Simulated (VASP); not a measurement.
# AlN (P6_3mc) in VASP: further runs

Runs on AlN. Level: PBEsol. Tasks: single point.

Everything below comes from runs of VASP 6.6.1. Logs are shortened: lines on timing, memory, paths and dates and some standing lists are left out, and cuts for length are marked.

### Step 1. The cell of the first run

It takes space group P6_3mc (No. 186, hexagonal). Conventional cell: a = 3.111 Å, b = 3.111 Å, c = 5.127 Å, α = 90.00°, β = 90.00°, γ = 120.00°. Al (site symmetry 3m) has 4 N at 1.89 to 1.97 Å within 2.5 Å. N (site symmetry 3m) has 4 Al at 1.89 to 1.97 Å within 2.5 Å.

### Step 2. Single point, PBEsol (strain +0.000 along x and y, +0.030 along z)

File INCAR:

```
ALGO = Normal
EDIFF = 1E-6
ENCUT = 600
GGA = PS
GGA_COMPAT = False
ISIF = 2
ISMEAR = 0
LASPH = True
LCHARG = False
LREAL = False
LWAVE = False
NBANDS = 16
NELM = 120
PREC = Accurate
SIGMA = 0.05
```

File KPOINTS:

```
k-points
0
Gamma
  12 12 6
```

File POSCAR:

```
AlN
1.0
    3.1110021516      0.0000000000      0.0000000000
   -1.5555010758      2.6942068945      0.0000000000
    0.0000000000      0.0000000000      5.1273400000
Al N
2 2
Direct
    0.3333333333      0.6666666667      0.0000000000
    0.6666666667      0.3333333333      0.5000000000
    0.3333333333      0.6666666667      0.3850000000
    0.6666666667      0.3333333333      0.8850000000
```

Potentials or basis: VASP PAW PBE potentials, release 64 (Al, N).

The run is started by

```
> cat potpaw_PBE.64/Al/POTCAR potpaw_PBE.64/N/POTCAR > POTCAR
> mpirun -np 1 vasp_std > vasp.out
```

OUTCAR:

```text
EDIFF = 1E-6
   ENCUT = 600
   GGA = PS
   ISIF = 2
   ISMEAR = 0
   LASPH = True
   LREAL = False
   NELM = 120
   PREC = Accurate

 ion  position               nearest neighbor table
   1  0.333  0.667  0.000-   4 1.89   4 1.89   4 1.89   3 1.97   2 3.13   2 3.13   2 3.13   2 3.13
                             2 3.13   2 3.13
   2  0.667  0.333  0.500-   3 1.89   3 1.89   3 1.89   4 1.97   1 3.13   1 3.13   1 3.13   1 3.13
                             1 3.13   1 3.13
   3  0.333  0.667  0.385-   2 1.89   2 1.89   2 1.89   1 1.97
   4  0.667  0.333  0.885-   1 1.89   1 1.89   1 1.89   2 1.97

  LATTYP: Found a hexagonal cell.
 ALAT       =     3.1110021516
 C/A-ratio  =     1.6481312934

  Lattice vectors:

 A1 = (   3.1110021516,   0.0000000000,   0.0000000000)
 A2 = (  -1.5555010758,   2.6942068945,   0.0000000000)
 A3 = (   0.0000000000,   0.0000000000,   5.1273400000)

Analysis of symmetry for initial positions (statically):
=====================================================================
 Subroutine PRICEL returns:
 Original cell was already a primitive cell.

 Routine SETGRP: Setting up the symmetry group for a
 hexagonal supercell.

 Subroutine GETGRP returns: Found 12 space group operations
 (whereof  6 operations were pure point group operations)
 out of a pool of 24 trial point group operations.

The static configuration has the point symmetry C_3v.
 The point group associated with its full space group is C_6v.

Analysis of symmetry for dynamics (positions and initial velocities):
=====================================================================
 Subroutine PRICEL returns:
 Original cell was already a primitive cell.

 Routine SETGRP: Setting up the symmetry group for a
 hexagonal supercell.

 Subroutine GETGRP returns: Found 12 space group operations
 (whereof  6 operations were pure point group operations)
 out of a pool of 24 trial point group operations.

The dynamic configuration has the point symmetry C_3v.
 The point group associated with its full space group is C_6v.

 Subroutine INISYM returns: Found 12 space group operations
 (whereof  6 operations are pure point group operations),
 and found     1 'primitive' translations

----------------------------------------------------------------------------------------

[... 91 lines left out ...]
   LNONCOLLINEAR =      F non collinear calculations
   LSORBIT =      F    spin-orbit coupling
   LASPH  =      T    aspherical Exc in radial PAW
   ENCUT  =  600.0 eV  44.10 Ry    6.64 a.u.   6.21  6.21 10.24*2*pi/ulx,y,z
   NELM   =    120;   NELMIN=  2; NELMDL= -5     # of ELM steps
   EDIFF  = 0.1E-05   stopping-criterion for ELM
   LREAL  =      F    real-space projection
   EDIFFG = 0.1E-04   stopping-criterion for IOM
   NSW    =      0    number of steps for IOM
   IBRION =     -1    ionic relax: 0-MD 1-quasi-New 2-CG
   NFREE  =      0    steps in history (QN), initial steepest desc. (CG)
   ISIF   =      2    stress and relaxation
   ISYM   =      2    0-nonsym 1-usesym 2-fastsym
   POTIM  = 0.5000    time-step for ionic-motion
   TEBEG  =    0.0;   TEEND  =   0.0 temperature during run
   PSTRESS=    0.0 pullay stress
   NELECT =      16.0000    total number of electrons
   NUPDOWN=      -1.0000    fix difference up-down
   EMIN   =  10.00;   EMAX   =-10.00  energy-range for DOS
   EFERMI =   0.00;   METHOD = LEGACY
   ISMEAR =     0;   SIGMA  =   0.05  broadening in eV -4-tet -1-fermi 0-gaus
   EFERMI_NEDOS =   21; number of points for ismear=-14 and -15
   IALGO  =     38    algorithm
   IMIX   =      4    mixing-type and parameters
     AMIX     =   0.40;   BMIX     =  1.00
     AMIX_MAG =   1.60;   BMIX_MAG =  1.00
  volume/ion in A,a.u.               =      10.74        72.50
  Fermi-wavevector in a.u.,A,eV,Ry     =   1.177715  2.225559 18.871466  1.387014
  Thomas-Fermi vector in A             =   2.314057
   LORBIT       =      0    0 simple, 1 ext, 2 COOP (PROOUT), +10 PAW based schemes
   GGA     = PS    functional components
   LHFCALC =     F    Hartree Fock is set to
   AEXX    =    0.0000 exact exchange contribution
   IVDW    =     0    specifies the selected vdW correction
   LEPSILON=     F    determine dielectric tensor
   LRPA    =     F    only Hartree local field effects (RPA)
 non-spin polarized calculation
 Gauss-broadening in eV      SIGMA  =   0.05
  energy-cutoff  :      600.00
  volume of cell :       42.98
 maximum number of plane-waves:      1472
 NGX is ok and might be reduce to    28
   NGX = 13   NGY = 13   NGZ = 21

 number of electron      16.0000001 magnetization

 Free energy of the ion-electron system (eV)
  ---------------------------------------------------
  ext. energy  EPLUGINS =         0.00000000
  ---------------------------------------------------
  free energy    TOTEN  =       -31.26069847 eV

  energy without entropy =      -31.26069847  energy(sigma->0) =      -31.26069847

 E-fermi :   6.0103     XC(G=0): -10.9835

 val. band max:        5.7438029033   @ k =   0.0000   0.0000   0.0000
 cond. band min:       9.6359352591   @ k =   0.0000   0.0000   0.0000
 fundamental gap:      3.8921323559
 Fermi energy:         6.0102670900

 k-point     1 :       0.0000    0.0000    0.0000
  band No.  band energies     occupation
      1      -9.2083      2.00000
      2      -7.2388      2.00000
      3      -0.1883      2.00000
      4       5.0170      2.00000
      5       5.0170      2.00000
      6       5.5860      2.00000
[... 433 lines left out ...]
      3       0.9552      2.00000
      4       1.8415      2.00000
      5       2.4253      2.00000
      6       4.1196      2.00000
[... 8 lines left out ...]
     15      17.6780      0.00000
     16      19.8542      0.00000

 [... further k-points ...]
[... 5 lines left out ...]
  --------------------------------------------------------------------------------------
  -------------------------------------------------------------------------------------
  Total       -0.2229847     -0.2229847     -3.3377957      0.0000000      0.0000000      0.0000000
  in kB       -8.3130855     -8.3130855   -124.4362646      0.0000000      0.0000000      0.0000000
  external PRESSURE =     -47.0208119 kB  Pullay stress =       0.0000000 kB

 VOLUME and BASIS-vectors are now :
 -----------------------------------------------------------------------------
  energy-cutoff  :      600.00
  volume of cell :       42.98
      direct lattice vectors                 reciprocal lattice vectors
     3.111002152  0.000000000  0.000000000     0.321439829  0.185583372  0.000000000
    -1.555501076  2.694206895  0.000000000     0.000000000  0.371166744  0.000000000
     0.000000000  0.000000000  5.127340000     0.000000000  0.000000000  0.195032902

 POSITION                                       TOTAL-FORCE (eV/Angst)
 -----------------------------------------------------------------------------------
     -0.00000      1.79614      0.00000         0.000000     -0.000000      0.423183
      1.55550      0.89807      2.56367         0.000000     -0.000000      0.423183
     -0.00000      1.79614      1.97403         0.000000      0.000000     -0.423183
      1.55550      0.89807      4.53770        -0.000000      0.000000     -0.423183
 -----------------------------------------------------------------------------------
    total drift:                               -0.000000      0.000000      0.000228

  FREE ENERGIE OF THE ION-ELECTRON SYSTEM (eV)
  ---------------------------------------------------
  free  energy   TOTEN  =       -31.2606984684 eV

  energy  without entropy=      -31.2606984684  energy(sigma->0) =      -31.26069847
```

Run time: 23 s. Hardware: 1 thread of Intel Xeon 6975P-C (Granite Rapids), shared host; peak memory 0.2 GiB.

Results:

| Property | Result |
| --- | --- |
| Free energy | -31.2607 eV |
| Pressure | -4.7 GPa |
| Largest force | 0.423 eV/Å |
| Band gap on the k mesh | 3.89 eV, direct |

Forces on the atoms (eV/Å):
```
Al   0.000  0.000  0.423
Al   0.000  0.000  0.423
N    0.000  0.000 -0.423
N    0.000  0.000 -0.423
```

Caveat: the cell differs from its parent crystal (strain +0.000 along x and y, +0.030 along z); the PAW data sets were made with another functional, which shifts forces and pressure a little.

### Step 3. Single point, PBEsol (strain +0.015 along x and y, +0.000 along z)

File INCAR:

```
PREC = Accurate ; ENCUT = 600
EDIFF = 1E-6 ; ISMEAR = 0
SIGMA = 0.05 ; LREAL = False
LASPH = True ; NELM = 120
ALGO = Normal ; ISIF = 2
LWAVE = False ; LCHARG = True
GGA = PS ; LELF = True
LVHAR = True ; NBANDS = 16
GGA_COMPAT = False
```

File KPOINTS:

```
Automatic mesh
0
Gamma
  12 12 6
```

File POSCAR:

```
AlN
1.0
    3.1576671839      0.0000000000      0.0000000000
   -1.5788335919      2.7346199979      0.0000000000
    0.0000000000      0.0000000000      4.9780000000
Al N
2 2
Direct
    0.3333333333      0.6666666667      0.0000000000
    0.6666666667      0.3333333333      0.5000000000
    0.3333333333      0.6666666667      0.3850000000
    0.6666666667      0.3333333333      0.8850000000
```

Potentials or basis: VASP PAW PBE potentials, release 64 (Al, N).

The run is started by

```
> cat potpaw_PBE.64/Al/POTCAR potpaw_PBE.64/N/POTCAR > POTCAR
> mpirun -np 1 vasp_std > vasp.out
```

It took 21 s on 1 thread of Intel Xeon 6975P-C (Granite Rapids), shared host; peak memory 0.2 GiB.

Results (log left out):

```yaml
Free_energy: -31.2909 eV
Pressure: -5.6 GPa
Largest_force: 0.023 eV/Å
Band_gap_on_the_k_mesh: 3.80 eV, direct
```

Forces on the atoms (eV/Å):
```
Al   0.000  0.000  0.023
Al   0.000  0.000  0.023
N    0.000  0.000 -0.023
N    0.000  0.000 -0.023
```

Stress tensor (GPa, compression positive):
```
-6.91  0.00  0.00
 0.00 -6.91  0.00
 0.00  0.00 -2.85
```

Levels at points of the mesh, in eV from the valence-band top:
| k point | band 5 | band 6 | band 7 | band 8 | band 9 | band 10 | band 11 | band 12 |
| --- | --- | --- | --- | --- | --- | --- | --- | --- |
| (0.00, 0.00, 0.00) | -1.04 | -0.34 | -0.34 | 0.00 | 3.80 | 6.09 | 10.29 | 10.59 |
| (0.50, 0.00, 0.00) | -3.39 | -2.24 | -1.83 | -0.79 | 5.41 | 5.64 | 7.74 | 9.88 |
| (0.00, 0.00, 0.50) | -0.70 | -0.70 | -0.70 | -0.70 | 6.01 | 6.01 | 9.95 | 9.95 |
| (0.50, 0.00, 0.50) | -1.60 | -1.60 | -1.39 | -1.39 | 5.04 | 5.04 | 8.87 | 8.87 |

Caveat: the cell differs from its parent crystal (strain +0.015 along x and y, +0.000 along z); the PAW data sets were made with another functional, which shifts forces and pressure a little. A k mesh can miss the band edges.

### Step 4. Single point, PBEsol (strain +0.030 along x and y, +0.000 along z)

File INCAR:

```
SYSTEM = AlN
ALGO = Normal
EDIFF = 1E-6
ENCUT = 600
GGA = PS
GGA_COMPAT = .False.
ISIF = 2
ISMEAR = 0
LASPH = .True.
LCHARG = .False.
LREAL = .False.
LWAVE = .False.
NBANDS = 16
NELM = 120
PREC = Accurate
SIGMA = 0.05
```

File KPOINTS:

```
k-points
0
Gamma
  12 12 6
  0 0 0
```

Edit POSCAR of step 3 so:

```diff
@@ -2,4 +2,4 @@
 1.0
-    3.1576671839      0.0000000000      0.0000000000
-   -1.5788335919      2.7346199979      0.0000000000
+    3.2043322161      0.0000000000      0.0000000000
+   -1.6021661081      2.7750331013      0.0000000000
     0.0000000000      0.0000000000      4.9780000000
```

The run is started by

```
> cat potpaw_PBE.64/Al/POTCAR potpaw_PBE.64/N/POTCAR > POTCAR
> mpirun -np 1 vasp_std > vasp.out
```

Run time: 21 s. Hardware: 1 thread of Intel Xeon 6975P-C (Granite Rapids), shared host; peak memory 0.2 GiB.

Results (log left out):

| Item | Value |
| --- | --- |
| Free energy | -31.2100 eV |
| Pressure | -10.6 GPa |
| Largest force | 0.101 eV/Å |
| Band gap on the k mesh | 3.51 eV, direct |

Forces in eV/Å, atoms in the order of the input:
```
Al   0.000  0.000 -0.101
Al   0.000  0.000 -0.101
N    0.000  0.000  0.101
N    0.000  0.000  0.101
```

Stress tensor (GPa, compression positive):
```
-13.64   0.00   0.00
  0.00 -13.64   0.00
  0.00   0.00  -4.55
```

Levels at points of the mesh, in eV from the valence-band top:
| k point | band 4 | band 5 | band 6 | band 7 | band 8 | band 9 | band 10 | band 11 | band 12 | band 13 |
| --- | --- | --- | --- | --- | --- | --- | --- | --- | --- | --- |
| (0.00, 0.00, 0.00) | -1.11 | -1.11 | -0.38 | -0.38 | 0.00 | 3.51 | 5.68 | 10.10 | 10.22 | 10.22 |
| (0.50, 0.00, 0.00) | -4.11 | -3.37 | -2.29 | -1.83 | -0.80 | 5.20 | 5.62 | 7.46 | 9.64 | 10.26 |
| (0.00, 0.00, 0.50) | -3.27 | -0.76 | -0.76 | -0.76 | -0.76 | 5.67 | 5.67 | 9.75 | 9.75 | 10.54 |
| (0.50, 0.00, 0.50) | -5.59 | -1.63 | -1.63 | -1.36 | -1.36 | 4.94 | 4.94 | 8.69 | 8.69 | 11.03 |

Caveat: the cell differs from its parent crystal (strain +0.030 along x and y, +0.000 along z); the PAW data sets were made with another functional, which shifts forces and pressure a little.

### Step 5. Summary

```csv
cell,gap on the mesh (eV),pressure (GPa),largest force (eV/Å)
"a = 3.111, b = 3.111, c = 5.127 Å, angles 90.0, 90.0, 120.0°, 4 atoms",3.89,-4.7,0.42
"a = 3.158, b = 3.158, c = 4.978 Å, angles 90.0, 90.0, 120.0°, 4 atoms",3.80,-5.6,0.02
"a = 3.204, b = 3.204, c = 4.978 Å, angles 90.0, 90.0, 120.0°, 4 atoms",3.51,-10.6,0.10
```

Alike in all rows: task single point; level PBEsol; potentials or basis VASP PAW PBE potentials, release 64 (Al, N); no spin polarisation; k mesh 12 × 12 × 6; cutoff (eV) 600; smearing gaussian 0.05 eV.

Caveats: the PAW data sets were made with another functional, which shifts forces and pressure a little.

Absolute energies hang on the potentials; compare differences alone.
